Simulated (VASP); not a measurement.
# CuO: single point with r2SCAN

CuO:

```xyz
4
Lattice="2.0435 -2.0438 0.1590 2.0435 2.0438 0.1590 -0.3982 0.0000 5.1083" Properties=species:S:1:pos:R:3 pbc="T T T"
Cu    0.8226   -1.0219    2.6336
Cu    1.0217    1.0219    0.0795
O     1.7448   -0.0001    3.9902
O     1.9439    0.0001    1.4361
```

```
Program                : VASP 6.6.1
Task                   : single point
Functional             : r2SCAN
Potentials or basis    : VASP PAW PBE potentials, release 64 (Cu, O)
Cutoff                 : 520 eV
k mesh                 : 10 × 10 × 5
Occupations            : fermi-dirac, width 0.05 eV
Spin                   : no spin polarisation
Dipole correction      : no
Further INCAR settings : ALGO = Normal; EDIFF = 1e-06; NBANDS = 25
```

| Quantity | Value |
| --- | --- |
| Pressure | 1.0 GPa |
| Band gap on the k mesh | zero (bands 17 and 18 overlap by 0.95 eV) |

Stress tensor (GPa, compression positive):
```
 0.88  0.00 -0.02
 0.00  0.90  0.00
-0.02  0.00  1.28
```

Levels at points of the mesh, in eV from the Fermi level:
```csv
k point,band 15,band 16,band 17,band 18,band 19,band 20
"(0.00, 0.00, 0.00)",-2.57,-2.22,0.70,0.71,1.78,6.62
"(0.50, 0.00, 0.00)",-1.78,-1.71,0.25,0.49,3.94,6.42
"(0.50, 0.50, 0.00)",-1.61,-1.38,-1.38,1.23,2.35,7.55
```

Wall time 9.2 min on 1 thread of Intel Xeon 8259CL, on a shared host, peak memory 0.26 GiB.

Caveat: the PAW data sets were made with another functional, which shifts forces and pressure a little; semilocal functionals often make such compounds metallic where correlation or magnetic order opens a gap, which also shifts bond lengths. With open d or f shells a metallic result of r2SCAN can be an artefact of self-interaction; +U or a hybrid may open a gap.
